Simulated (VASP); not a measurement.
# TiSi2 (Fddd) in VASP: further runs

TiSi2 is run at these levels: PBE, BLYP, revPBE; tasks: single point.

Program: VASP 6.6.1. These are calculated values, not measurements. Logs are shortened: lines on timing, memory, paths and dates and some standing lists are left out, and cuts for length are marked.

## Step 1: The cell of the first run

The structure is orthorhombic, space group Fddd (No. 70). Conventional cell: a = 4.779 Å, b = 8.235 Å, c = 8.526 Å, α = 90.00°, β = 90.00°, γ = 90.00°. Within 3.4 Å of Ti (site symmetry 222) lie 10 Si at 2.55 to 2.78 Å and 4 Ti at 3.20 Å. Si (site symmetry 2) has 9 Si at 2.52 to 3.20 Å and 5 Ti at 2.55 to 2.78 Å within 3.3 Å.

## Step 2: Single point, PBE

INCAR

```
PREC = Accurate
ENCUT = 520
EDIFF = 1E-6
ISMEAR = 0
SIGMA = 0.013000000000000001
LREAL = False
LASPH = True
NELM = 100
ALGO = Normal
ISIF = 2
LWAVE = False
LCHARG = True
GGA = PE
LELF = True
LVHAR = True
NBANDS = 29
```

KPOINTS

```
Automatic mesh
0
Gamma
  7 7 7
```

POSCAR

```
TiSi2
1.0
    0.0000000000      4.1175163063      4.2628978354
    2.3895119538      0.0000000000      4.2628978354
    2.3895119538      4.1175163063      0.0000000000
Ti Si
2 4
Direct
    0.7500000000      0.7500000000      0.7500000000
    0.5000000000      0.5000000000      0.5000000000
    0.4125656100      0.0874343900      0.4125656100
    0.0874343900      0.4125656100      0.0874343900
    0.1625656100      0.8374343900      0.1625656100
    0.8374343900      0.1625656100      0.8374343900
```

Potentials or basis: VASP PAW PBE potentials, release 64 (Ti_sv, Si).

Started as:

```console
$ cat potpaw_PBE.64/Ti_sv/POTCAR potpaw_PBE.64/Si/POTCAR > POTCAR
$ mpirun -np 1 vasp_std > vasp.out
```

OUTCAR:

```text
PREC = Accurate
   ENCUT = 520
   EDIFF = 1E-6
   ISMEAR = 0
   LREAL = False
   LASPH = True
   NELM = 100
   ISIF = 2
   GGA = PE

 ion  position               nearest neighbor table
   1  0.750  0.750  0.750-   6 2.55   5 2.55   6 2.55   5 2.55   3 2.74   3 2.74   4 2.74   4 2.74
                             3 2.78   4 2.78
   2  0.500  0.500  0.500-   4 2.55   3 2.55   4 2.55   3 2.55   5 2.74   5 2.74   6 2.74   6 2.74
                             5 2.78   6 2.78
   3  0.413  0.087  0.413-   6 2.52   6 2.52   2 2.55   2 2.55   4 2.68   1 2.74   1 2.74   1 2.78
                             4 2.79   4 2.79
   4  0.087  0.413  0.087-   5 2.52   5 2.52   2 2.55   2 2.55   3 2.68   1 2.74   1 2.74   1 2.78
                             3 2.79   3 2.79
   5  0.163  0.837  0.163-   4 2.52   4 2.52   1 2.55   1 2.55   6 2.68   2 2.74   2 2.74   2 2.78
                             6 2.79   6 2.79
   6  0.837  0.163  0.837-   3 2.52   3 2.52   1 2.55   1 2.55   5 2.68   2 2.74   2 2.74   2 2.78
                             5 2.79   5 2.79

  LATTYP: Found a face centered orthorhombic cell.
 ALAT       =     4.7790239076
 B/A-ratio  =     1.7231620456
 C/A-ratio  =     1.7840035613

  Lattice vectors:

 A1 = (   0.0000000000,   4.1175163063,   4.2628978354)
 A2 = (   2.3895119538,   0.0000000000,   4.2628978354)
 A3 = (   2.3895119538,   4.1175163063,   0.0000000000)

Analysis of symmetry for initial positions (statically):
=====================================================================
 Subroutine PRICEL returns:
 Original cell was already a primitive cell.

 Routine SETGRP: Setting up the symmetry group for a
 face centered orthorhombic supercell.

 Subroutine GETGRP returns: Found  8 space group operations
 (whereof  4 operations were pure point group operations)
 out of a pool of  8 trial point group operations.

The static configuration has the point symmetry D_2 .
 The point group associated with its full space group is D_2h.

Analysis of symmetry for dynamics (positions and initial velocities):
=====================================================================
 Subroutine PRICEL returns:
 Original cell was already a primitive cell.

 Routine SETGRP: Setting up the symmetry group for a
 face centered orthorhombic supercell.

 Subroutine GETGRP returns: Found  8 space group operations
 (whereof  4 operations were pure point group operations)
 out of a pool of  8 trial point group operations.

The dynamic configuration has the point symmetry D_2 .
 The point group associated with its full space group is D_2h.

 Subroutine INISYM returns: Found  8 space group operations
 (whereof  4 operations are pure point group operations),
 and found     1 'primitive' translations

----------------------------------------------------------------------------------------

                                     Primitive cell

  volume of cell :      83.8841

  direct lattice vectors                    reciprocal lattice vectors
     0.000000000  4.117516306  4.262897835    -0.209247750  0.121432427  0.117291106
     2.389511954  0.000000000  4.262897835     0.209247750 -0.121432427  0.117291106
     2.389511954  4.117516306  0.000000000     0.209247750  0.121432427 -0.117291106

  length of vectors
     5.926739280  4.886928006  4.760641544     0.268863643  0.268863643  0.268863643

  position of ions in fractional coordinates (direct lattice)
     0.750000000  0.750000000  0.750000000
     0.500000000  0.500000000  0.500000000
     0.412565610  0.087434390  0.412565610
     0.087434390  0.412565610  0.087434390
     0.162565610  0.837434390  0.162565610
     0.837434390  0.162565610  0.837434390

  ion indices of the primitive-cell ions
   primitive index   ion index
                 1           1
                 2           2
                 3           3
                 4           4
                 5           5
                 6           6

----------------------------------------------------------------------------------------

 KPOINTS: Automatic mesh

Automatic generation of k-mesh.
 Grid dimensions read from file:
 generate k-points for:    7    7    7

 Generating k-lattice:

  Cartesian coordinates                     Fractional coordinates (reciprocal lattice)
    -0.029892536  0.017347490  0.016755872     0.142857143  0.000000000  0.000000000
     0.029892536 -0.017347490  0.016755872     0.000000000  0.142857143 -0.000000000
     0.029892536  0.017347490 -0.016755872     0.000000000 -0.000000000  0.142857143

  Length of vectors
     0.038409092  0.038409092  0.038409092

  Shift w.r.t. Gamma in fractional coordinates (k-lattice)
     0.000000000  0.000000000  0.000000000

 Subroutine IBZKPT returns following result:
 ===========================================

 Found     64 irreducible k-points:

 Following reciprocal coordinates:
            Coordinates               Weight
  0.000000  0.000000  0.000000      1.000000
[... 63 lines left out ...]
 NGX is ok and might be reduce to    48
   NGX = 23   NGY = 19   NGZ = 17

 number of electron      40.0000003 magnetization

 Free energy of the ion-electron system (eV)
  ---------------------------------------------------
  ext. energy  EPLUGINS =         0.00000000
  ---------------------------------------------------
  free energy    TOTEN  =       -40.68186502 eV

  energy without entropy =      -40.68144161  energy(sigma->0) =      -40.68165332

 E-fermi :  10.1855     XC(G=0): -11.7368

 val. band max:       10.1822159120   @ k =  -0.1429   0.1429   0.1429
 cond. band min:      10.1953008032   @ k =  -0.2857   0.1429  -0.0000
 fundamental gap:      0.0130848912
 Fermi energy:        10.1854823369

 k-point     1 :       0.0000    0.0000    0.0000
  band No.  band energies     occupation
      1     -46.0774      2.00000
      2     -46.0489      2.00000
      3     -22.4567      2.00000
      4     -22.4538      2.00000
      5     -22.3631      2.00000
      6     -22.3483      2.00000
[... 21 lines left out ...]
     28      13.9560      0.00000
     29      13.9985      0.00000

 k-point     2 :       0.1429    0.0000    0.0000
  band No.  band energies     occupation
      1     -46.0763      2.00000
      2     -46.0499      2.00000
      3     -22.4577      2.00000
      4     -22.4511      2.00000
      5     -22.3701      2.00000
      6     -22.3485      2.00000
[... 21 lines left out ...]
     28      14.0332      0.00000
     29      14.1541      0.00000

 k-point     3 :       0.2857    0.0000    0.0000
  band No.  band energies     occupation
      1     -46.0735      2.00000
      2     -46.0526      2.00000
      3     -22.4622      2.00000
      4     -22.4417      2.00000
      5     -22.3866      2.00000
      6     -22.3474      2.00000
[... 21 lines left out ...]
     28      14.2810      0.00000
     29      14.5992      0.00000

 k-point     4 :       0.4286    0.0000    0.0000
  band No.  band energies     occupation
      1     -46.0705      2.00000
      2     -46.0554      2.00000
      3     -22.4657      2.00000
      4     -22.4302      2.00000
      5     -22.4042      2.00000
      6     -22.3431      2.00000
[... 21 lines left out ...]
     28      14.4486      0.00000
     29      14.8769      0.00000

 k-point     5 :       0.1429    0.1429    0.0000
  band No.  band energies     occupation
      1     -46.0760      2.00000
      2     -46.0503      2.00000
      3     -22.4543      2.00000
      4     -22.4484      2.00000
      5     -22.3759      2.00000
      6     -22.3461      2.00000
[... 21 lines left out ...]
     28      14.1938      0.00000
     29      14.4333      0.00000
[... 510 lines left out ...]
     28      14.2073      0.00000
     29      14.6546      0.00000

 k-point    22 :      -0.1429    0.0000    0.1429
  band No.  band energies     occupation
      1     -46.0746      2.00000
      2     -46.0515      2.00000
      3     -22.4579      2.00000
      4     -22.4525      2.00000
      5     -22.3751      2.00000
      6     -22.3521      2.00000
[... 21 lines left out ...]
     28      14.1096      0.00000
     29      14.4658      0.00000

 k-point    23 :       0.0000    0.1429    0.1429
  band No.  band energies     occupation
      1     -46.0758      2.00000
      2     -46.0503      2.00000
      3     -22.4602      2.00000
      4     -22.4585      2.00000
      5     -22.3629      2.00000
      6     -22.3534      2.00000
[... 21 lines left out ...]
     28      14.2814      0.00000
     29      14.8334      0.00000

 k-point    24 :       0.2857    0.1429    0.1429
  band No.  band energies     occupation
      1     -46.0747      2.00000
      2     -46.0515      2.00000
      3     -22.4603      2.00000
      4     -22.4361      2.00000
      5     -22.3878      2.00000
      6     -22.3433      2.00000
[... 21 lines left out ...]
     28      14.1947      0.00000
     29      14.3705      0.00000

 [... further k-points ...]
[... 5 lines left out ...]
  --------------------------------------------------------------------------------------
  -------------------------------------------------------------------------------------
  Total        1.2558066      0.4180498      1.5415653      0.0000000      0.0000000      0.0000000
  in kB       23.9857816      7.9847097     29.4437452      0.0000000      0.0000000      0.0000000
  external PRESSURE =      20.4714122 kB  Pullay stress =       0.0000000 kB

 VOLUME and BASIS-vectors are now :
 -----------------------------------------------------------------------------
  energy-cutoff  :      520.00
  volume of cell :       83.88
      direct lattice vectors                 reciprocal lattice vectors
     0.000000000  4.117516306  4.262897835    -0.209247750  0.121432427  0.117291106
     2.389511954  0.000000000  4.262897835     0.209247750 -0.121432427  0.117291106
     2.389511954  4.117516306  0.000000000     0.209247750  0.121432427 -0.117291106

 POSITION                                       TOTAL-FORCE (eV/Angst)
 -----------------------------------------------------------------------------------
      3.58427      6.17627      6.39435        -0.000000      0.000000     -0.000000
      2.38951      4.11752      4.26290         0.000000      0.000000     -0.000000
      1.19476      3.39749      2.13145         0.000000      0.012215      0.000000
      1.19476      0.72003      2.13145         0.000000     -0.012215      0.000000
      2.38951      1.33873      4.26290         0.000000      0.012215     -0.000000
      2.38951      6.89630      4.26290         0.000000     -0.012215     -0.000000
 -----------------------------------------------------------------------------------
    total drift:                               -0.000000     -0.000000      0.000000

  FREE ENERGIE OF THE ION-ELECTRON SYSTEM (eV)
  ---------------------------------------------------
  free  energy   TOTEN  =       -40.6818650220 eV

  energy  without entropy=      -40.6814416119  energy(sigma->0) =      -40.68165332
```

Wall time 86 s (1 thread of Intel Xeon 6975P-C (Granite Rapids), shared host); peak memory 0.31 GiB.

Results:

| Item | Value |
| --- | --- |
| Free energy | -40.6819 eV |
| Pressure | 2.0 GPa |
| Largest force | 0.012 eV/Å |
| Band gap on the k mesh | zero (band 20 reaches 10.89 eV, above the bottom of band 21 at 9.07 eV) |

Forces in eV/Å, atoms in the order of the input:
```
Ti   0.000  0.000  0.000
Ti   0.000  0.000  0.000
Si   0.000  0.012  0.000
Si   0.000 -0.012  0.000
Si   0.000  0.012  0.000
Si   0.000 -0.012  0.000
```

Stress tensor (GPa, compression positive):
```
2.40 0.00 0.00
0.00 0.80 0.00
0.00 0.00 2.94
```

## Step 3: Single point, BLYP

INCAR

```
  PREC = Accurate
  ENCUT = 520
  EDIFF = 1E-7
  ISMEAR = -1
  SIGMA = 0.05
  LREAL = False
  LASPH = True
  NELM = 100
  ALGO = Normal
  ISIF = 2
  LWAVE = False
  LCHARG = False
  GGA = B5
  ALDAX = 1.0
  AGGAX = 1.0
  AGGAC = 1.0
  ALDAC = 0.0
  NBANDS = 29
```

KPOINTS is that of step 2.

POSCAR is that of step 2.

Potentials or basis: VASP PAW PBE potentials, release 64 (Ti_sv, Si).

Started as:

```console
$ cat potpaw_PBE.64/Ti_sv/POTCAR potpaw_PBE.64/Si/POTCAR > POTCAR
$ mpirun -np 1 vasp_std > vasp.out
```

Run time: 1.8 min. Hardware: 1 thread of Intel Xeon 6975P-C (Granite Rapids), shared host; peak memory 0.31 GiB.

Results (log left out):

```yaml
Free_energy: -33.7412 eV
Pressure: 9.3 GPa
Largest_force: 0.021 eV/Å
Band_gap_on_the_k_mesh: zero (band 20 reaches 11.33 eV, above the bottom of band 21 at 9.59 eV)
```

Forces in eV/Å, atoms in the order of the input:
```
Ti   0.000  0.000  0.000
Ti   0.000  0.000  0.000
Si   0.000  0.021  0.000
Si   0.000 -0.021  0.000
Si   0.000  0.021  0.000
Si   0.000 -0.021  0.000
```

Stress tensor (GPa, compression positive):
```
9.82 0.00 0.00
0.00 9.27 0.00
0.00 0.00 8.95
```

Levels at points of the mesh, in eV from the Fermi level:
| k point | band 17 | band 18 | band 19 | band 20 | band 21 | band 22 | band 23 | band 24 |
| --- | --- | --- | --- | --- | --- | --- | --- | --- |
| (0.00, 0.00, 0.00) | -2.21 | -2.03 | -1.69 | -1.22 | -0.89 | 2.02 | 3.08 | 3.21 |

Caveat: the PAW data sets were made with another functional, which shifts forces and pressure a little.

## Step 4: Single point, revPBE

INCAR

```
SYSTEM = TiSi2
ALGO     = Normal         ! electronic algorithm
EDIFF    = 1E-6           ! SCF threshold, eV
ENCUT    = 520            ! plane-wave cutoff, eV
GGA      = RE             ! functional
ISIF     = 2              ! what is computed and relaxed
ISMEAR   = -1             ! smearing method
LASPH    = .True.         ! aspherical terms in the spheres
LCHARG   = .True.         ! write CHGCAR
LELF     = .True.         ! ELF
LREAL    = .False.        ! projectors in reciprocal space
LVHAR    = .True.       
LWAVE    = .False.        ! write WAVECAR
NBANDS   = 29             ! bands
NELM     = 100            ! most SCF steps
PREC     = Accurate       ! precision mode
SIGMA    = 0.05           ! smearing width, eV
```

KPOINTS

```
k-points
0
Gamma
  7 7 7
  0 0 0
```

POSCAR is that of step 3.

Started as:

```console
$ cat potpaw_PBE.64/Ti_sv/POTCAR potpaw_PBE.64/Si/POTCAR > POTCAR
$ mpirun -np 1 vasp_std > vasp.out
```

Run time: 86 s. Hardware: 1 thread of Intel Xeon 6975P-C (Granite Rapids), shared host; peak memory 0.31 GiB.

It converged, with:

```yaml
Free_energy: -39.0389 eV
Pressure: 3.8 GPa
Largest_force: 0.007 eV/Å
Band_gap_on_the_k_mesh: zero (band 20 reaches 10.97 eV, above the bottom of band 21 at 9.14 eV)
```

Forces in eV/Å, atoms in the order of the input:
```
Ti   0.000  0.000  0.000
Ti   0.000  0.000  0.000
Si   0.000  0.007  0.000
Si   0.000 -0.007  0.000
Si   0.000  0.007  0.000
Si   0.000 -0.007  0.000
```

Stress tensor (GPa, compression positive):
```
4.06 0.00 0.00
0.00 2.36 0.00
0.00 0.00 4.96
```

Levels at points of the mesh, in eV from the Fermi level:
| k point | band 17 | band 18 | band 19 | band 20 | band 21 | band 22 | band 23 | band 24 |
| --- | --- | --- | --- | --- | --- | --- | --- | --- |
| (0.00, 0.00, 0.00) | -2.28 | -2.08 | -1.79 | -1.37 | -0.93 | 2.09 | 3.14 | 3.37 |

Caveat: the PAW data sets were made with another functional, which shifts forces and pressure a little.

## Step 5: Single point, revPBE

This run uses another cell than the first one, of 14.36 Å³/atom, 1.027 times its volume.

INCAR

```
PREC = Accurate ; ENCUT = 520
EDIFF = 1E-6 ; ISMEAR = -1
SIGMA = 0.05 ; LREAL = False
LASPH = True ; NELM = 100
ALGO = Normal ; ISIF = 2
LWAVE = False ; LCHARG = False
GGA = RE ; NBANDS = 29
```

KPOINTS

```
Automatic mesh
0
Gamma
  7 7 7
```

POSCAR

```
TiSi2
1.0
    0.0000000000      4.1430497487      4.3066057283
    2.4137709355      0.0000000000      4.3066057283
    2.4137709355      4.1430497487      0.0000000000
Ti Si
2 4
Direct
    0.7500000000      0.7500000000      0.7500000000
    0.5000000000      0.5000000000      0.5000000000
    0.4125090461      0.0874909539      0.4125090461
    0.0874909539      0.4125090461      0.0874909539
    0.1625090461      0.8374909539      0.1625090461
    0.8374909539      0.1625090461      0.8374909539
```

Started as:

```console
$ cat potpaw_PBE.64/Ti_sv/POTCAR potpaw_PBE.64/Si/POTCAR > POTCAR
$ mpirun -np 1 vasp_std > vasp.out
```

Wall time 96 s (1 thread of Intel Xeon 6975P-C (Granite Rapids), shared host); peak memory 0.31 GiB.

The run converged. Its results:

```yaml
Free_energy: -39.0651 eV
Pressure: -0.2 GPa
Largest_force: 0.005 eV/Å
Band_gap_on_the_k_mesh: zero (band 20 reaches 10.64 eV, above the bottom of band 21 at 8.87 eV)
```

Forces in eV/Å, atoms in the order of the input:
```
Ti   0.000  0.000  0.000
Ti   0.000  0.000  0.000
Si   0.000 -0.005  0.000
Si   0.000  0.005  0.000
Si   0.000 -0.005  0.000
Si   0.000  0.005  0.000
```

Levels at points of the mesh, in eV from the Fermi level:
| k point | band 17 | band 18 | band 19 | band 20 | band 21 | band 22 | band 23 | band 24 |
| --- | --- | --- | --- | --- | --- | --- | --- | --- |
| (0.00, 0.00, 0.00) | -2.24 | -2.07 | -1.79 | -1.33 | -0.88 | 2.01 | 3.01 | 3.19 |

Caveat: the PAW data sets were made with another functional, which shifts forces and pressure a little.

## Step 6: The runs side by side

```csv
level,cell,smearing,gap on the mesh (eV),pressure (GPa),largest force (eV/Å)
PBE,"a = 5.927, b = 4.887, c = 4.761 Å, angles 75.8, 53.1, 51.1°, 6 atoms",gaussian 0.013 eV,none,2.0,0.01
BLYP,"a = 5.927, b = 4.887, c = 4.761 Å, angles 75.8, 53.1, 51.1°, 6 atoms",fermi-dirac 0.05 eV,none,9.3,0.02
revPBE,"a = 5.927, b = 4.887, c = 4.761 Å, angles 75.8, 53.1, 51.1°, 6 atoms",fermi-dirac 0.05 eV,none,3.8,0.01
revPBE,"a = 5.976, b = 4.937, c = 4.795 Å, angles 75.8, 53.2, 51.0°, 6 atoms",fermi-dirac 0.05 eV,none,-0.2,0.01
```

Alike in all rows: task single point; potentials or basis VASP PAW PBE potentials, release 64 (Ti_sv, Si); no spin polarisation; k mesh 7 × 7 × 7; cutoff (eV) 520.

Every run on the cell as given and a fine mesh finds a metal. The pressure there spans 2.0 GPa (PBE) to 9.3 GPa (BLYP); a positive pressure means that this level wants a larger cell, a negative one a smaller.

Caveats: the PAW data sets were made with another functional, which shifts forces and pressure a little (some runs).

Total energies depend on the potentials used, so only differences within one code and one set of settings carry meaning.
